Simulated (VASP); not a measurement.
CsI, 2 atoms in the cell. Symmetry: Pm-3m, No. 221, cubic system. The conventional cell has a = 4.402 Å, b = 4.402 Å, c = 4.402 Å, α = 90.00°, β = 90.00°, γ = 90.00°. Within 5.0 Å of Cs (site symmetry m-3m) lie 8 I at 3.81 Å and 6 Cs at 4.40 Å. I (site symmetry m-3m) has 8 Cs at 3.81 Å and 6 I at 4.40 Å within 5.0 Å. 

| Property | Result |
| --- | --- |
| Program | VASP 6.6.1 |
| Task | elastic constants |
| Functional | LDA |
| Potentials or basis | VASP PAW LDA potentials, release 64 (Cs_sv, I) |
| Cutoff | 500 eV |
| k mesh | 6 × 6 × 6 |
| Occupations | gaussian, width 0.01 eV |
| Spin | no spin polarisation |
| Dipole correction | no |
| Ions in elastic constants | relaxed |
| Further INCAR settings | ALGO = Normal; EDIFF = 1e-08; NBANDS = 15; IBRION = 6; POTIM = 0.015; NSW = 1; ISIF = 3 |

Potentials or basis: VASP PAW LDA potentials, release 64 (Cs_sv, I).

Command:

```console
$ cat potpaw_LDA.64/Cs_sv/POTCAR potpaw_LDA.64/I/POTCAR > POTCAR
$ mpirun -np 1 vasp_std > vasp.out
```

Hardware: 1 thread of Oxide Virtual Turin-like Processor, on a shared host.

Q: How long does it take, and how much memory?

A: Wall time 13 min on 1 thread of Oxide Virtual Turin-like Processor (shared host), peak memory 0.25 GiB. Counts: scf iterations 179, k points 20.
